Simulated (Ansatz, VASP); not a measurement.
One calculation of BaNb, two programs

```
Ba Nb
1.0
     3.06843    0.00000    0.00000
     0.00000    3.06843    0.00000
     0.00000    0.00000    5.79751
Ba Nb
1 1
Direct
  0.00000 0.00000 0.00000
  0.50000 0.50000 0.50000
```

Alike in both runs: functional r2SCAN; k mesh 9 × 9 × 7; occupations fermi-dirac, width 0.05 eV; no spin polarisation.

Ansatz relaxed the structure, and its values are those at the end. VASP's run is a single point on that final structure, the one shown.

|  | VASP | Ansatz |
| --- | --- | --- |
| version | VASP 6.6.1 | Ansatz 0.2.0 |
| potentials or method | VASP PAW PBE potentials, release 64 (Ba_sv, Nb_sv) | PAW with Ansatz's default frozen-core files, scalar-relativistic |
| plane-wave cutoff (eV) | 520 | 500 |
| valence electrons in the cell | 23 | 23 |

VASP gave:

- pressure (GPa): 1.8

Problem. What did Ansatz give for the same quantities?

Solution. Pressure (GPa): 0.0.

VASP's potentials were made for PBE, not for r2SCAN.

Spin-orbit coupling is off throughout.
